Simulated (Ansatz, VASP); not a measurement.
## One calculation of Y2Si3O, two programs

```
CELL_PARAMETERS angstrom
4.70905 0.00000 0.00000
-2.35453 4.07816 0.00000
0.00000 0.00000 7.75702
ATOMIC_POSITIONS crystal
Y 0.00000 0.00000 0.00000
Y 0.66667 0.33333 0.50000
Si 0.33333 0.66667 0.50000
Si 0.66667 0.33333 0.85697
Si 0.66667 0.33333 0.14303
O 0.00000 0.00000 0.50000
```

Alike in both runs: functional PBE; k mesh 12 × 12 × 6; occupations gaussian, width 0.1 eV; no spin polarisation.

Ansatz relaxed the structure, and its values are those at the end. VASP's run is a single point on that final structure, the one shown.

|  | VASP | Ansatz |
| --- | --- | --- |
| version | VASP 6.6.1 | Ansatz 0.2.0 |
| potentials or method | VASP PAW PBE potentials, release 64 (Y_sv, Si, O), cutoff 520 eV | scalar-relativistic, plane waves, PAW |
| valence electrons in the cell | 40 | 40 |

VASP gave:

- gap on the k mesh at the Fermi level (eV): none
- pressure (GPa): -0.1

Problem. Which values does Ansatz return?

Solution. gap on the k mesh at the Fermi level (eV): none; pressure (GPa): 0.0.

A gap of «none» marks a metal or a gap that the smearing closes. The functional is the same, so the differences come from potentials, cutoffs and numerics.
